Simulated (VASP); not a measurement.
Au:

```
Au
1.0
     0.00000    2.00750    2.00750
     2.00750    0.00000    2.00750
     2.00750    2.00750    0.00000
Au
1
Direct
  0.00000 0.00000 0.00000
```

Base run:

```yaml
Program: VASP 6.6.1
Functional: BLYP
Dispersion: D4
Potentials_or_basis: VASP PAW PBE potentials, release 64 (Au)
Cutoff: 520 eV
k_mesh: 11 × 11 × 11
Occupations: fermi-dirac, width 0.05 eV
Spin: no spin polarisation
```

Its results: pressure 20.5 GPa.

Task: The run is repeated on the same cell with these changes: functional from BLYP to PBE; further incar settings from ALGO = Fast; EDIFF = 1e-06; NBANDS = 12 to ALGO = Fast; EDIFF = 1e-07; NBANDS = 12. What comes out?

Result: Pressure 13.1 GPa.

Caveats: pairwise dispersion overbinds metals, which lowers pressure and volume; the PAW data sets were made with another functional, which shifts forces and pressure a little (some runs).
